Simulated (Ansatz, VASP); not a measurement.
# One calculation of WC, two programs

```
W C
1.0
     0.00000    2.08222    2.08222
     2.08222    0.00000    2.08222
     2.08222    2.08222    0.00000
W C
1 1
Direct
  0.00000 0.00000 0.00000
  0.50000 0.50000 0.50000
```

Change from the starting cell: volume scaled by 0.88, PAW files.

Alike in both runs: task single point; functional PBEsol; k mesh 15 × 15 × 15; occupations fermi-dirac, width 0.1 eV; no spin polarisation.

|  | VASP | Ansatz |
| --- | --- | --- |
| version | VASP 6.6.1 | Ansatz 0.2.0 |
| potentials or method | VASP PAW PBE potentials, release 64 (W_sv, C) | PAW with Ansatz's default frozen-core files, scalar-relativistic |
| plane-wave cutoff (eV) | 520 | 420 |
| valence electrons in the cell | 18 | 18 |

|  | VASP | Ansatz | Ansatz less VASP |
| --- | --- | --- | --- |
| pressure (GPa) | 67.4 | 65.4 | -2.03 |

VASP's potentials were made for PBE, not for PBEsol. Both programs put the cell under a high pressure, so it lies far from rest at this level.

Neither program's run includes spin-orbit coupling. Noted on VASP's run: the cell as given lies far from equilibrium.
